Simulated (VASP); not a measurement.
# In2GaP3 (R-3m) in VASP: notebook

Runs on In2GaP3. Level: PBE. Tasks: single point, relaxation of cell and atoms.

All numbers are computed with VASP 6.6.1; they aren't measurements. Logs are shortened: lines on timing, memory, paths and dates and some standing lists are left out, and cuts for length are marked.

## (1) The cell of the first run

It takes space group R-3m (No. 166, trigonal). Conventional cell: a = 5.398 Å, b = 5.398 Å, c = 16.650 Å, α = 90.00°, β = 90.00°, γ = 120.00°. Within 3.7 Å of In (site symmetry 3m) lie 3 P at 2.84 Å and 1 Ga at 3.17 Å and 3 In at 3.22 Å. Ga (site symmetry -3m) has 6 P at 2.70 Å and 2 In at 3.17 Å within 3.6 Å. P (site symmetry 2/m) has 4 P at 2.70 Å and 2 Ga at 2.70 Å and 2 In at 2.84 Å within 3.6 Å.

## (2) Single point, PBE

The input, INCAR:

```
ALGO     = Normal         # electronic algorithm
EDIFF    = 1E-6           # SCF threshold, eV
ENCUT    = 520            # plane-wave cutoff, eV
GGA      = PE             # functional
ISIF     = 2              # what is computed and relaxed
ISMEAR   = 0              # smearing method
LASPH    = T              # aspherical terms in the spheres
LCHARG   = F              # write CHGCAR
LREAL    = F              # projectors in reciprocal space
LWAVE    = F              # write WAVECAR
NBANDS   = 36             # bands
NELM     = 80             # most SCF steps
PREC     = Accurate       # precision mode
SIGMA    = 0.1            # smearing width, eV
```

The input, KPOINTS:

```
k-points
0
Gamma
  3 3 3
```

The input, POSCAR:

```
In2GaP3
1.0
    2.6988085682      1.5581578556      5.5499539419
   -2.6988085682      1.5581578556      5.5499539419
    0.0000000000     -3.1163157044      5.5499539437
In Ga P
2 1 3
Direct
    0.1904205221      0.1904205221      0.1904205221
    0.8095794779      0.8095794779      0.8095794779
    0.0000000000      0.0000000000      0.0000000000
    0.5000000000      0.5000000000      0.0000000000
    0.0000000000      0.5000000000      0.5000000000
    0.5000000000      0.0000000000      0.5000000000
```

Potentials or basis: VASP PAW PBE potentials, release 64 (In_d, Ga_d, P).

The run is started by

```
$ cat potpaw_PBE.64/In_d/POTCAR potpaw_PBE.64/Ga_d/POTCAR potpaw_PBE.64/P/POTCAR > POTCAR
$ mpirun -np 1 vasp_std > vasp.out
```

OUTCAR:

```text
EDIFF = 1E-6
   ENCUT = 520
   GGA = PE
   ISIF = 2
   ISMEAR = 0
   LASPH = T
   LREAL = F
   NELM = 80
   PREC = Accurate

 ion  position               nearest neighbor table
   1  0.190  0.190  0.190-   5 2.84   6 2.84   4 2.84   3 3.17   2 3.22   2 3.22   2 3.22
   2  0.810  0.810  0.810-   5 2.84   6 2.84   4 2.84   3 3.17   1 3.22   1 3.22   1 3.22
   3  0.000  0.000  0.000-   5 2.70   6 2.70   5 2.70   6 2.70   4 2.70   4 2.70   1 3.17   2 3.17

   4  0.500  0.500  0.000-   5 2.70   6 2.70   6 2.70   5 2.70   3 2.70   3 2.70   1 2.84   2 2.84

   5  0.000  0.500  0.500-   3 2.70   4 2.70   3 2.70   4 2.70   6 2.70   6 2.70   1 2.84   2 2.84

   6  0.500  0.000  0.500-   3 2.70   4 2.70   4 2.70   3 2.70   5 2.70   5 2.70   1 2.84   2 2.84

  LATTYP: Found a trigonal (rhomboedric) cell.
 ALAT       =     6.3650147170
 COS(alpha) =     0.6404367213

  Lattice vectors:

 A1 = (   2.6988085682,   1.5581578556,   5.5499539419)
 A2 = (  -2.6988085682,   1.5581578556,   5.5499539419)
 A3 = (   0.0000000000,  -3.1163157044,   5.5499539437)

Analysis of symmetry for initial positions (statically):
=====================================================================
 Subroutine PRICEL returns:
 Original cell was already a primitive cell.

 Routine SETGRP: Setting up the symmetry group for a
 trigonal (rhombohedral) supercell.

 Subroutine GETGRP returns: Found 12 space group operations
 (whereof 12 operations were pure point group operations)
 out of a pool of 12 trial point group operations.

The static configuration has the point symmetry D_3d.

Analysis of symmetry for dynamics (positions and initial velocities):
=====================================================================
 Subroutine PRICEL returns:
 Original cell was already a primitive cell.

 Routine SETGRP: Setting up the symmetry group for a
 trigonal (rhombohedral) supercell.

 Subroutine GETGRP returns: Found 12 space group operations
 (whereof 12 operations were pure point group operations)
 out of a pool of 12 trial point group operations.

The dynamic configuration has the point symmetry D_3d.

 Subroutine INISYM returns: Found 12 space group operations
 (whereof 12 operations are pure point group operations),
 and found     1 'primitive' translations

----------------------------------------------------------------------------------------

                                     Primitive cell

  volume of cell :     140.0310

  direct lattice vectors                    reciprocal lattice vectors
     2.698808568  1.558157856  5.549953942     0.185266938  0.106963917  0.060060558
    -2.698808568  1.558157856  5.549953942    -0.185266938  0.106963917  0.060060558
     0.000000000 -3.116315704  5.549953944     0.000000000 -0.213927833  0.060060559

  length of vectors
     6.365014717  6.365014717  6.365014717     0.222198984  0.222198984  0.222198984

  position of ions in fractional coordinates (direct lattice)
     0.190420522  0.190420522  0.190420522
     0.809579478  0.809579478  0.809579478
     0.000000000  0.000000000  0.000000000
     0.500000000  0.500000000  1.000000000
     1.000000000  0.500000000  0.500000000
     0.500000000  1.000000000  0.500000000

  ion indices of the primitive-cell ions
   primitive index   ion index
                 1           1
                 2           2
                 3           3
                 4           4
                 5           5
                 6           6

----------------------------------------------------------------------------------------

 KPOINTS: k-points

Automatic generation of k-mesh.
 Grid dimensions read from file:
 generate k-points for:    3    3    3

 Generating k-lattice:

  Cartesian coordinates                     Fractional coordinates (reciprocal lattice)
     0.061755646  0.035654639  0.020020186     0.333333333  0.000000000 -0.000000000
    -0.061755646  0.035654639  0.020020186     0.000000000  0.333333333 -0.000000000
     0.000000000 -0.071309278  0.020020186     0.000000000  0.000000000  0.333333333

  Length of vectors
     0.074066328  0.074066328  0.074066328

  Shift w.r.t. Gamma in fractional coordinates (k-lattice)
     0.000000000  0.000000000  0.000000000

 Subroutine IBZKPT returns following result:
 ===========================================

 Found      6 irreducible k-points:

 Following reciprocal coordinates:
            Coordinates               Weight
  0.000000  0.000000  0.000000      1.000000
  0.333333 -0.000000  0.000000      6.000000
  0.333333  0.333333  0.000000      6.000000
 -0.333333  0.333333  0.000000      6.000000
  0.333333  0.333333  0.333333      2.000000
 -0.333333  0.333333  0.333333      6.000000
   k-points           NKPTS =      6   k-points in BZ     NKDIM =      6   number of bands    NBANDS=     36
   number of dos      NEDOS =    301   number of ions     NIONS =      6
   total plane-waves  NPLWV = 110592
   dimension x,y,z NGX =    48 NGY =   48 NGZ =   48
   dimension x,y,z NGXF=    96 NGYF=   96 NGZF=   96
   ions per type =               2   1   3
   NGX,Y,Z   is equivalent  to a cutoff of  12.54, 12.54, 12.54 a.u.
   NGXF,Y,Z  is equivalent  to a cutoff of  25.07, 25.07, 25.07 a.u.
 SYSTEM =  unknown system
   PREC   = accura    normal or accurate (medium, high low for compatibility)
   ISTART =      0    job   : 0-new  1-cont  2-samecut
   ICHARG =      2    charge: 1-file 2-atom 10-const
   ISPIN  =      1    spin polarized calculation?
   LNONCOLLINEAR =      F non collinear calculations
   LSORBIT =      F    spin-orbit coupling
   LASPH  =      T    aspherical Exc in radial PAW
   ENCUT  =  520.0 eV  38.22 Ry    6.18 a.u.  11.83 11.83 11.83*2*pi/ulx,y,z
   NELM   =     80;   NELMIN=  2; NELMDL= -5     # of ELM steps
   EDIFF  = 0.1E-05   stopping-criterion for ELM
   LREAL  =      F    real-space projection
   EDIFFG = 0.1E-04   stopping-criterion for IOM
   NSW    =      0    number of steps for IOM
   IBRION =     -1    ionic relax: 0-MD 1-quasi-New 2-CG
   NFREE  =      0    steps in history (QN), initial steepest desc. (CG)
   ISIF   =      2    stress and relaxation
   ISYM   =      2    0-nonsym 1-usesym 2-fastsym
   POTIM  = 0.5000    time-step for ionic-motion
   TEBEG  =    0.0;   TEEND  =   0.0 temperature during run
   PSTRESS=    0.0 pullay stress
   NELECT =      54.0000    total number of electrons
   NUPDOWN=      -1.0000    fix difference up-down
   EMIN   =  10.00;   EMAX   =-10.00  energy-range for DOS
   EFERMI =   0.00;   METHOD = LEGACY
   ISMEAR =     0;   SIGMA  =   0.10  broadening in eV -4-tet -1-fermi 0-gaus
   EFERMI_NEDOS =   21; number of points for ismear=-14 and -15
   IALGO  =     38    algorithm
   IMIX   =      4    mixing-type and parameters
     AMIX     =   0.40;   BMIX     =  1.00
     AMIX_MAG =   1.60;   BMIX_MAG =  1.00
  volume/ion in A,a.u.               =      23.34       157.50
  Fermi-wavevector in a.u.,A,eV,Ry     =   1.191602  2.251802 19.319133  1.419916
  Thomas-Fermi vector in A             =   2.327660
   LORBIT       =      0    0 simple, 1 ext, 2 COOP (PROOUT), +10 PAW based schemes
   GGA     = PE    functional components
   LHFCALC =     F    Hartree Fock is set to
   AEXX    =    0.0000 exact exchange contribution
   IVDW    =     0    specifies the selected vdW correction
   LEPSILON=     F    determine dielectric tensor
   LRPA    =     F    only Hartree local field effects (RPA)
 non-spin polarized calculation
 Gauss-broadening in eV      SIGMA  =   0.10
  energy-cutoff  :      520.00
  volume of cell :      140.03
 maximum number of plane-waves:      3789
   NGX = 23   NGY = 23   NGZ = 23

 number of electron      53.9999996 magnetization

 Free energy of the ion-electron system (eV)
  ---------------------------------------------------
  ext. energy  EPLUGINS =         0.00000000
  ---------------------------------------------------
  free energy    TOTEN  =       -21.73877848 eV

  energy without entropy =      -21.70432625  energy(sigma->0) =      -21.72155237

 E-fermi :   5.9678     XC(G=0):  -9.6610

 val. band max:        5.6947689217   @ k =   0.3333   0.3333   0.3333
 cond. band min:       5.9935971447   @ k =   0.3333   0.3333   0.0000
 fundamental gap:      0.2988282230
 Fermi energy:         5.9677704482

 k-point     1 :       0.0000    0.0000    0.0000
  band No.  band energies     occupation
      1      -9.0615      2.00000
      2      -9.0095      2.00000
      3      -9.0095      2.00000
      4      -8.9504      2.00000
      5      -8.9504      2.00000
      6      -8.8131      2.00000
[... 28 lines left out ...]
     35      11.6054      0.00000
     36      11.6168      0.00000

 k-point     2 :       0.3333   -0.0000    0.0000
  band No.  band energies     occupation
      1      -9.0265      2.00000
      2      -9.0095      2.00000
      3      -8.9916      2.00000
      4      -8.9552      2.00000
      5      -8.9494      2.00000
      6      -8.7923      2.00000
[... 28 lines left out ...]
     35      10.7380      0.00000
     36      11.4663      0.00000

 k-point     3 :       0.3333    0.3333    0.0000
  band No.  band energies     occupation
      1      -9.0449      2.00000
      2      -9.0016      2.00000
      3      -8.9915      2.00000
      4      -8.9568      2.00000
      5      -8.9505      2.00000
      6      -8.7878      2.00000
[... 28 lines left out ...]
     35      10.6767      0.00000
     36      11.0730      0.00000

 k-point     4 :      -0.3333    0.3333    0.0000
  band No.  band energies     occupation
      1      -9.0186      2.00000
      2      -9.0002      2.00000
      3      -8.9984      2.00000
      4      -8.9567      2.00000
      5      -8.9508      2.00000
      6      -8.8200      2.00000
[... 28 lines left out ...]
     35      10.3077      0.00000
     36      10.6043      0.00000

 k-point     5 :       0.3333    0.3333    0.3333
  band No.  band energies     occupation
      1      -9.1030      2.00000
      2      -9.0104      2.00000
      3      -9.0104      2.00000
      4      -8.9551      2.00000
      5      -8.9551      2.00000
      6      -8.7558      2.00000
[... 28 lines left out ...]
     35      10.1010      0.00000
     36      10.1596      0.00000

 k-point     6 :      -0.3333    0.3333    0.3333
  band No.  band energies     occupation
      1      -9.0556      2.00000
      2      -9.0101      2.00000
      3      -8.9929      2.00000
      4      -8.9551      2.00000
      5      -8.9548      2.00000
      6      -8.7853      2.00000
[... 28 lines left out ...]
     35      11.0905      0.00000
     36      11.5263      0.00000

------------------------ aborting loop because EDIFF is reached ----------------------------------------

  FORCE on cell =-STRESS in cart. coord.  units (eV):
  Direction    XX          YY          ZZ          XY          YZ          ZX
  --------------------------------------------------------------------------------------
  -------------------------------------------------------------------------------------
  Total        0.0386385      0.0386385     -0.0168656      0.0000000     -0.0000000     -0.0000000
  in kB        0.4420862      0.4420862     -0.1929689      0.0000000     -0.0000000     -0.0000000
  external PRESSURE =       0.2304011 kB  Pullay stress =       0.0000000 kB

 VOLUME and BASIS-vectors are now :
 -----------------------------------------------------------------------------
  energy-cutoff  :      520.00
  volume of cell :      140.03
      direct lattice vectors                 reciprocal lattice vectors
     2.698808568  1.558157856  5.549953942     0.185266938  0.106963917  0.060060558
    -2.698808568  1.558157856  5.549953942    -0.185266938  0.106963917  0.060060558
     0.000000000 -3.116315704  5.549953944     0.000000000 -0.213927833  0.060060559

 POSITION                                       TOTAL-FORCE (eV/Angst)
 -----------------------------------------------------------------------------------
      0.00000      0.00000      3.17048        -0.000000     -0.000000     -0.004486
      0.00000      0.00000     13.47939        -0.000000      0.000000      0.004486
      0.00000      0.00000      0.00000        -0.000000      0.000000      0.000000
      0.00000      1.55816      5.54995         0.000000      0.000000      0.000000
     -1.34940     -0.77908      5.54995         0.000000      0.000000      0.000000
      1.34940     -0.77908      5.54995         0.000000      0.000000      0.000000
 -----------------------------------------------------------------------------------
    total drift:                               -0.000000      0.000000     -0.000000

  FREE ENERGIE OF THE ION-ELECTRON SYSTEM (eV)
  ---------------------------------------------------
  free  energy   TOTEN  =       -21.7387784843 eV

  energy  without entropy=      -21.7043262500  energy(sigma->0) =      -21.72155237
```

Run time: 50 s. Hardware: 1 thread of Intel Xeon Platinum 8259CL at 2.50GHz (Skylake/Cascade Lake), shared host; peak memory 0.32 GiB.

Results:

```yaml
Free_energy: -21.7388 eV
Pressure: 0.0 GPa
Largest_force: 0.004 eV/Å
Band_gap_on_the_k_mesh: zero (band 27 reaches 6.16 eV, above the bottom of band 28 at 5.99 eV)
```

Forces in eV/Å, atoms in the order of the input:
```
In   0.000  0.000 -0.004
In   0.000  0.000  0.004
Ga   0.000  0.000  0.000
P    0.000  0.000  0.000
P    0.000  0.000  0.000
P    0.000  0.000  0.000
```

Caveat: the k points lie up to 0.47 Å⁻¹ apart; spin-orbit coupling is left out, which moves the levels of the heavy elements.

(Continued in part 2 of 3.)
